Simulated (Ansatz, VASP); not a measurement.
SiGe: VASP beside Ansatz

POSCAR

```
SiGe
1.0
    3.9578689153      0.0000000000      0.0000000000
   -1.9789344576      3.4276150255      0.0000000000
    0.0000000000      0.0000000000      6.2804133361
Si Ge
2 2
Direct
    0.6666666667      0.3333333333      0.8744661518
    0.3333333333      0.6666666667      0.3744661518
    0.6666666667      0.3333333333      0.5005328482
    0.3333333333      0.6666666667      0.0005328482
```

File INCAR.step1:

```
SYSTEM = SiGe
PREC = Accurate
ENCUT = 520
ISMEAR = 0
SIGMA = 0.05
LREAL = .FALSE.
LASPH = .TRUE.
NELM = 60
NBANDS = 26
GGA = PE
ALGO = Normal
EDIFF = 1E-4
LWAVE = .TRUE.
LCHARG = .FALSE.
```

File INCAR.step2:

```
SYSTEM = SiGe
PREC = Accurate
ENCUT = 520
EDIFF = 1E-7
ISMEAR = 0
SIGMA = 0.05
LREAL = .FALSE.
LASPH = .TRUE.
NELM = 60
ALGO = Normal
ISIF = 2
LWAVE = .FALSE.
LCHARG = .TRUE.
METAGGA = R2SCAN
LMIXTAU = .TRUE.
LELF = .TRUE.
LVHAR = .TRUE.
NBANDS = 26
ISTART = 1
```

KPOINTS

```
regular mesh
0
G
  12 12 6
  0 0 0
```

Input for Ansatz:

```yaml
crystal:
  lattice:
    - [3.9578689153, 0.0, 0.0]
    - [-1.9789344576, 3.4276150255, 0.0]
    - [0.0, 0.0, 6.2804133361]
  atoms:
    - { symbol: Si, position: [0.6666666667, 0.3333333333, 0.8744661518] }
    - { symbol: Si, position: [0.3333333333, 0.6666666667, 0.3744661518] }
    - { symbol: Ge, position: [0.6666666667, 0.3333333333, 0.5005328482] }
    - { symbol: Ge, position: [0.3333333333, 0.6666666667, 0.0005328482] }
basis:
  ecutwfc: 500
kpoints:
  mp_grid: { grid: [12, 12, 6] }
hamiltonian:
  xc: r2scan
scf:
  occupations: { method: gaussian, width: 0.05 }
output:
  forces: true
  stress: true
  eigenvalues: true
  write_density: true
  write_potential: true
  elf: true
  volumetric_format: npy
```

Alike in both runs: task single point; functional r2SCAN; k mesh 12 × 12 × 6; occupations gaussian, width 0.05 eV; no spin polarisation.

|  | VASP | Ansatz |
| --- | --- | --- |
| version | VASP 6.6.1 | Ansatz 0.2.0 |
| potentials or method | VASP PAW PBE potentials, release 64 (Si, Ge_d), cutoff 520 eV | scalar-relativistic, plane waves, PAW |
| valence electrons in the cell | 36 | 36 |

```tsv
	VASP	Ansatz	Ansatz less VASP
gap on the k mesh at the Fermi level (eV)	0.32	0.33	+0.007
least direct gap on the mesh (eV)	0.32	0.33	+0.007
pressure (GPa)	0.2	0.3	+0.05
traceless stress, the component that is largest in VASP (GPa)	6.29	6.29	0.000
rms of the force components (eV/Å)	0.261	0.261	+0.0005
```

VASP's potentials were made for PBE, not for r2SCAN. Atom by atom the forces differ by 0.000 eV/Å (rms over components). The functional is the same, so the differences come from potentials, cutoffs and numerics.
